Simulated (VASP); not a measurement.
# Ga2SnO2 (P4/mmm) in VASP: notebook

Ga2SnO2 is run at these levels: PBE; tasks: single point, relaxation of cell and atoms.

Everything below comes from runs of VASP 6.6.1. Logs are shortened: lines on timing, memory, paths and dates and some standing lists are left out, and cuts for length are marked.

## 1. The cell of the first run

The structure is tetragonal, space group P4/mmm (No. 123). The conventional cell has a = 2.973 Å, b = 2.973 Å, c = 8.868 Å, α = 90.00°, β = 90.00°, γ = 90.00°. Within 3.0 Å of Ga (site symmetry 4mm) lie 4 O at 2.18 Å and 5 Ga at 2.57 to 2.97 Å. Within 3.4 Å of Sn (site symmetry 4/mmm) lie 2 O at 2.56 Å and 4 Sn at 2.97 Å. Within 3.0 Å of O (site symmetry 4mm) lie 4 Ga at 2.18 Å and 1 Sn at 2.56 Å and 4 O at 2.97 Å.

The cell was built from a structure type or drawn by symmetry, and may not be a known phase.

## 2. Single point, PBE

File INCAR:

```
SYSTEM = Ga2SnO2
PREC = Accurate
ENCUT = 520
EDIFF = 1E-7
ISMEAR = 0
SIGMA = 0.1
LREAL = .False.
LASPH = .True.
NELM = 80
ALGO = Normal
ISIF = 2
LWAVE = .False.
LCHARG = .True.
GGA = PE
LELF = .True.
LVHAR = .True.
NBANDS = 34
```

File KPOINTS:

```
regular mesh
0
Gamma
  6 6 4
  0 0 0
```

File POSCAR:

```
Ga2SnO2
1.0
    2.9726680353      0.0000000000      0.0000000000
    0.0000000000      2.9726680353      0.0000000000
    0.0000000000      0.0000000000      8.8678173460
Ga Sn O
2 1 2
Direct
    0.5000000000      0.5000000000      0.3550928885
    0.5000000000      0.5000000000      0.6449071115
    0.0000000000      0.0000000000      0.0000000000
    0.0000000000      0.0000000000      0.7114203909
    0.0000000000      0.0000000000      0.2885796091
```

Potentials or basis: VASP PAW PBE potentials, release 64 (Ga_d, Sn_d, O).

The run is started by

```console
cat potpaw_PBE.64/Ga_d/POTCAR potpaw_PBE.64/Sn_d/POTCAR potpaw_PBE.64/O/POTCAR > POTCAR
mpirun -np 1 vasp_std > vasp.out
```

OUTCAR:

```text
SYSTEM = Ga2SnO2
   PREC = Accurate
   ENCUT = 520
   EDIFF = 1E-7
   ISMEAR = 0
   LREAL = .False.
   LASPH = .True.
   NELM = 80
   ISIF = 2
   GGA = PE

 ion  position               nearest neighbor table
   1  0.500  0.500  0.355-   5 2.18   5 2.18   5 2.18   5 2.18   2 2.57
   2  0.500  0.500  0.645-   4 2.18   4 2.18   4 2.18   4 2.18   1 2.57
   3  0.000  0.000  0.000-   4 2.56   5 2.56
   4  0.000  0.000  0.711-   2 2.18   2 2.18   2 2.18   2 2.18   3 2.56
   5  0.000  0.000  0.289-   1 2.18   1 2.18   1 2.18   1 2.18   3 2.56

  LATTYP: Found a simple tetragonal cell.
 ALAT       =     2.9726680353
 C/A-ratio  =     2.9831172673

  Lattice vectors:

 A1 = (   2.9726680353,   0.0000000000,   0.0000000000)
 A2 = (   0.0000000000,   2.9726680353,   0.0000000000)
 A3 = (   0.0000000000,   0.0000000000,   8.8678173460)

Analysis of symmetry for initial positions (statically):
=====================================================================
 Subroutine PRICEL returns:
 Original cell was already a primitive cell.

 Routine SETGRP: Setting up the symmetry group for a
 simple tetragonal supercell.

 Subroutine GETGRP returns: Found 16 space group operations
 (whereof 16 operations were pure point group operations)
 out of a pool of 16 trial point group operations.

The static configuration has the point symmetry D_4h.

Analysis of symmetry for dynamics (positions and initial velocities):
=====================================================================
 Subroutine PRICEL returns:
 Original cell was already a primitive cell.

 Routine SETGRP: Setting up the symmetry group for a
 simple tetragonal supercell.

 Subroutine GETGRP returns: Found 16 space group operations
 (whereof 16 operations were pure point group operations)
 out of a pool of 16 trial point group operations.

The dynamic configuration has the point symmetry D_4h.

 Subroutine INISYM returns: Found 16 space group operations
 (whereof 16 operations are pure point group operations),
 and found     1 'primitive' translations

----------------------------------------------------------------------------------------

                                     Primitive cell

  volume of cell :      78.3627

  direct lattice vectors                    reciprocal lattice vectors
     2.972668035  0.000000000  0.000000000     0.336398141  0.000000000  0.000000000
     0.000000000  2.972668035  0.000000000     0.000000000  0.336398141  0.000000000
     0.000000000  0.000000000  8.867817346     0.000000000  0.000000000  0.112767320

  length of vectors
     2.972668035  2.972668035  8.867817346     0.336398141  0.336398141  0.112767320

  position of ions in fractional coordinates (direct lattice)
     0.500000000  0.500000000  0.355092889
     0.500000000  0.500000000  0.644907111
     0.000000000  0.000000000  0.000000000
     0.000000000  0.000000000  0.711420391
     0.000000000  0.000000000  0.288579609

  ion indices of the primitive-cell ions
   primitive index   ion index
                 1           1
                 2           2
                 3           3
                 4           4
                 5           5

----------------------------------------------------------------------------------------

 KPOINTS: regular mesh

Automatic generation of k-mesh.
 Grid dimensions read from file:
 generate k-points for:    6    6    4

 Generating k-lattice:

  Cartesian coordinates                     Fractional coordinates (reciprocal lattice)
     0.056066357  0.000000000  0.000000000     0.166666667  0.000000000  0.000000000
     0.000000000  0.056066357  0.000000000     0.000000000  0.166666667  0.000000000
     0.000000000  0.000000000  0.028191830     0.000000000  0.000000000  0.250000000

  Length of vectors
     0.056066357  0.056066357  0.028191830

  Shift w.r.t. Gamma in fractional coordinates (k-lattice)
     0.000000000  0.000000000  0.000000000

 Subroutine IBZKPT returns following result:
 ===========================================

 Found     30 irreducible k-points:

 Following reciprocal coordinates:
            Coordinates               Weight
  0.000000  0.000000  0.000000      1.000000
  0.166667  0.000000  0.000000      4.000000
  0.333333  0.000000  0.000000      4.000000
  0.500000  0.000000  0.000000      2.000000
  0.166667  0.166667  0.000000      4.000000
  0.333333  0.166667  0.000000      8.000000
[... 16 lines left out ...]
  0.333333  0.000000  0.500000      4.000000
  0.500000  0.000000  0.500000      2.000000
 [... further k-points ...]
   k-points           NKPTS =     30   k-points in BZ     NKDIM =     30   number of bands    NBANDS=     34
   number of dos      NEDOS =    301   number of ions     NIONS =      5
   total plane-waves  NPLWV =  40320
   dimension x,y,z NGX =    24 NGY =   24 NGZ =   70
   dimension x,y,z NGXF=    48 NGYF=   48 NGZF=  140
   ions per type =               2   1   2
   NGX,Y,Z   is equivalent  to a cutoff of  13.42, 13.42, 13.12 a.u.
   NGXF,Y,Z  is equivalent  to a cutoff of  26.84, 26.84, 26.25 a.u.
 SYSTEM =  Ga2SnO2
   PREC   = accura    normal or accurate (medium, high low for compatibility)
   ISTART =      0    job   : 0-new  1-cont  2-samecut
   ICHARG =      2    charge: 1-file 2-atom 10-const
   ISPIN  =      1    spin polarized calculation?
   LNONCOLLINEAR =      F non collinear calculations
   LSORBIT =      F    spin-orbit coupling
   LASPH  =      T    aspherical Exc in radial PAW
   ENCUT  =  520.0 eV  38.22 Ry    6.18 a.u.   5.53  5.53 16.49*2*pi/ulx,y,z
   NELM   =     80;   NELMIN=  2; NELMDL= -5     # of ELM steps
   EDIFF  = 0.1E-06   stopping-criterion for ELM
   LREAL  =      F    real-space projection
   EDIFFG = 0.1E-05   stopping-criterion for IOM
   NSW    =      0    number of steps for IOM
   IBRION =     -1    ionic relax: 0-MD 1-quasi-New 2-CG
   NFREE  =      0    steps in history (QN), initial steepest desc. (CG)
   ISIF   =      2    stress and relaxation
   ISYM   =      2    0-nonsym 1-usesym 2-fastsym
   POTIM  = 0.5000    time-step for ionic-motion
   TEBEG  =    0.0;   TEEND  =   0.0 temperature during run
   PSTRESS=    0.0 pullay stress
   NELECT =      52.0000    total number of electrons
   NUPDOWN=      -1.0000    fix difference up-down
   EMIN   =  10.00;   EMAX   =-10.00  energy-range for DOS
   EFERMI =   0.00;   METHOD = LEGACY
   ISMEAR =     0;   SIGMA  =   0.10  broadening in eV -4-tet -1-fermi 0-gaus
   EFERMI_NEDOS =   21; number of points for ismear=-14 and -15
   IALGO  =     38    algorithm
   IMIX   =      4    mixing-type and parameters
     AMIX     =   0.40;   BMIX     =  1.00
     AMIX_MAG =   1.60;   BMIX_MAG =  1.00
  volume/ion in A,a.u.               =      15.67       105.76
  Fermi-wavevector in a.u.,A,eV,Ry     =   1.427927  2.698391 27.741957  2.038976
  Thomas-Fermi vector in A             =   2.548044
   LORBIT       =      0    0 simple, 1 ext, 2 COOP (PROOUT), +10 PAW based schemes
   GGA     = PE    functional components
   LHFCALC =     F    Hartree Fock is set to
   AEXX    =    0.0000 exact exchange contribution
   IVDW    =     0    specifies the selected vdW correction
   LEPSILON=     F    determine dielectric tensor
   LRPA    =     F    only Hartree local field effects (RPA)
 non-spin polarized calculation
 Gauss-broadening in eV      SIGMA  =   0.10
  energy-cutoff  :      520.00
  volume of cell :       78.36
 maximum number of plane-waves:      2137
 NGX is ok and might be reduce to    24
   NGX = 11   NGY = 11   NGZ = 33

 number of electron      51.9999967 magnetization

 Free energy of the ion-electron system (eV)
  ---------------------------------------------------
  ext. energy  EPLUGINS =         0.00000000
  ---------------------------------------------------
  free energy    TOTEN  =       -23.67083055 eV

  energy without entropy =      -23.65864622  energy(sigma->0) =      -23.66473838

 E-fermi :   6.6677     XC(G=0): -10.8398

 val. band max:        6.6432971836   @ k =   0.5000   0.3333   0.5000
 cond. band min:       6.7145422438   @ k =   0.3333   0.3333   0.0000
 fundamental gap:      0.0712450602
 Fermi energy:         6.6677084563

 k-point     1 :       0.0000    0.0000    0.0000
  band No.  band energies     occupation
      1     -15.0382      2.00000
      2     -15.0067      2.00000
      3     -14.7298      2.00000
      4     -14.7298      2.00000
      5     -14.5400      2.00000
      6     -13.3050      2.00000
[... 26 lines left out ...]
     33      15.6331      0.00000
     34      15.6331      0.00000

 k-point     2 :       0.1667    0.0000    0.0000
  band No.  band energies     occupation
      1     -15.0098      2.00000
      2     -14.9248      2.00000
      3     -14.7708      2.00000
      4     -14.7264      2.00000
      5     -14.5733      2.00000
      6     -13.1409      2.00000
[... 26 lines left out ...]
     33      15.2412      0.00000
     34      15.5238      0.00000

 k-point     3 :       0.3333    0.0000    0.0000
  band No.  band energies     occupation
      1     -14.9918      2.00000
      2     -14.8509      2.00000
      3     -14.7216      2.00000
      4     -14.7196      2.00000
      5     -14.6391      2.00000
      6     -12.7818      2.00000
[... 26 lines left out ...]
     33      15.1361      0.00000
     34      15.7334      0.00000
[... 704 lines left out ...]
 k-point    23 :       0.3333    0.0000    0.5000
  band No.  band energies     occupation
      1     -14.9916      2.00000
      2     -14.8509      2.00000
      3     -14.7214      2.00000
      4     -14.7197      2.00000
      5     -14.6391      2.00000
      6     -12.8226      2.00000
[... 26 lines left out ...]
     33      14.2300      0.00000
     34      15.1566      0.00000

 k-point    24 :       0.5000    0.0000    0.5000
  band No.  band energies     occupation
      1     -14.9837      2.00000
      2     -14.8902      2.00000
      3     -14.7163      2.00000
      4     -14.6717      2.00000
      5     -14.6185      2.00000
      6     -12.6244      2.00000
[... 26 lines left out ...]
     33      14.6680      0.00000
     34      14.8886      0.00000

 [... further k-points ...]

------------------------ aborting loop because EDIFF is reached ----------------------------------------

  FORCE on cell =-STRESS in cart. coord.  units (eV):
  Direction    XX          YY          ZZ          XY          YZ          ZX
  --------------------------------------------------------------------------------------
  -------------------------------------------------------------------------------------
  Total        0.1610099      0.1610099      0.1051007      0.0000000     -0.0000000      0.0000000
  in kB        3.2919535      3.2919535      2.1488521      0.0000000     -0.0000000      0.0000000
  external PRESSURE =       2.9109197 kB  Pullay stress =       0.0000000 kB

 VOLUME and BASIS-vectors are now :
 -----------------------------------------------------------------------------
  energy-cutoff  :      520.00
  volume of cell :       78.36
      direct lattice vectors                 reciprocal lattice vectors
     2.972668035  0.000000000  0.000000000     0.336398141  0.000000000  0.000000000
     0.000000000  2.972668035  0.000000000     0.000000000  0.336398141  0.000000000
     0.000000000  0.000000000  8.867817346     0.000000000  0.000000000  0.112767320

 POSITION                                       TOTAL-FORCE (eV/Angst)
 -----------------------------------------------------------------------------------
      1.48633      1.48633      3.14890        -0.000000     -0.000000      0.024512
      1.48633      1.48633      5.71892         0.000000     -0.000000     -0.024512
      0.00000      0.00000      0.00000         0.000000      0.000000     -0.000000
      0.00000      0.00000      6.30875        -0.000000      0.000000      0.025540
      0.00000      0.00000      2.55907         0.000000      0.000000     -0.025540
 -----------------------------------------------------------------------------------
    total drift:                                0.000000      0.000000      0.000000

  FREE ENERGIE OF THE ION-ELECTRON SYSTEM (eV)
  ---------------------------------------------------
  free  energy   TOTEN  =       -23.6708305487 eV

  energy  without entropy=      -23.6586462188  energy(sigma->0) =      -23.66473838
```

It took 76 s on 1 thread of Intel Xeon Platinum 8259CL at 2.50GHz (Skylake/Cascade Lake), shared host; peak memory 0.23 GiB.

What came out:

| Property | Result |
| --- | --- |
| Free energy | -23.6708 eV |
| Pressure | 0.3 GPa |
| Largest force | 0.026 eV/Å |
| Band gap on the k mesh | zero (bands 26 and 27 overlap by 1.66 eV) |

Forces on the atoms (eV/Å):
```
Ga   0.000  0.000  0.025
Ga   0.000  0.000 -0.025
Sn   0.000  0.000  0.000
O    0.000  0.000  0.026
O    0.000  0.000 -0.026
```

Levels at points of the mesh, in eV from the Fermi level:
```
           k point  band 24  band 25  band 26  band 27  band 28  band 29
(0.00, 0.00, 0.00)    -4.17    -3.05    -2.53     1.01     1.74     7.02
(0.50, 0.00, 0.00)    -3.40    -3.37    -2.30     1.42     2.35     2.96
(0.50, 0.50, 0.00)    -3.69    -1.27    -1.17    -1.17    -0.88     1.73
(0.00, 0.00, 0.50)    -4.18    -4.18    -1.76     0.39     2.32     6.26
(0.50, 0.00, 0.50)    -3.38    -3.21    -2.80     0.47     2.95     3.37
(0.50, 0.50, 0.50)    -3.69    -1.34    -1.13    -1.13    -0.74     2.24
```

Caveat: spin-orbit coupling is left out, which moves the levels of the heavy elements.

(Continued in part 2 of 3.)
